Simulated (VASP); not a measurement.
SnO:

```xyz
4
Lattice="3.8137 0.0000 0.0000 0.0000 3.8137 0.0000 0.0000 0.0000 4.8869" Properties=species:S:1:pos:R:3 pbc="T T T"
Sn    1.9068    0.0000    3.7367
Sn    0.0000    1.9068    1.1503
O     0.0000    0.0000    0.0000
O     1.9068    1.9068    0.0000
```

* Program: VASP 6.6.1
* Task: relaxation of cell and atoms
* Functional: BLYP
* Dispersion: D4
* Potentials or basis: VASP PAW PBE potentials, release 64 (Sn_d, O)
* Cutoff: 600 eV
* k mesh: 7 × 7 × 6
* Occupations: fermi-dirac, width 0.05 eV
* Spin: no spin polarisation

At the start: pressure 4.1 GPa; volume 17.77 Å³/atom.

Where does the relaxation end?

Over 12 steps the energy falls by 11.3 meV/atom and the volume is 18.18 Å³/atom (+2.3 %); space group P4/nmm (No. 129, to 0.1 Å) before and after.

The path:
| step | energy change (eV) | largest force (eV/Å) | pressure (GPa) | volume (Å³) |
| --- | --- | --- | --- | --- |
| 1 | 0.0000 | 0.6895 | 4.11 | 71.08 |
| 2 | -0.0037 | 0.7042 | -3.29 | 75.87 |
| 3 | -0.0416 | 0.0587 | 0.00 | 73.44 |
| 4 | -0.0416 | 0.0446 | 0.07 | 73.39 |
| 5 | -0.0433 | 0.0065 | 0.00 | 73.48 |
| 6 | -0.0439 | 0.0583 | -0.06 | 73.56 |
| 7 | -0.0443 | 0.0304 | -0.14 | 73.49 |
| 8 | -0.0447 | 0.0307 | -0.35 | 73.33 |
| 9 | -0.0449 | 0.0234 | -0.28 | 73.22 |
| 10 | -0.0452 | 0.0044 | -0.10 | 72.93 |
| 11 | -0.0450 | 0.0332 | 0.26 | 72.36 |
| 12 | -0.0452 | 0.0096 | 0.03 | 72.72 |

Final structure:
```
Sn O
1.0
     3.87868    0.00000    0.00000
     0.00000    3.87868    0.00000
     0.00000    0.00000    4.83393
Sn O
2 2
Direct
  0.50000 0.00000 0.75924
  0.00000 0.50000 0.24076
  0.00000 0.00000 0.00000
  0.50000 0.50000 0.00000
```

Caveat: the PAW data sets were made with another functional, which shifts forces and pressure a little.
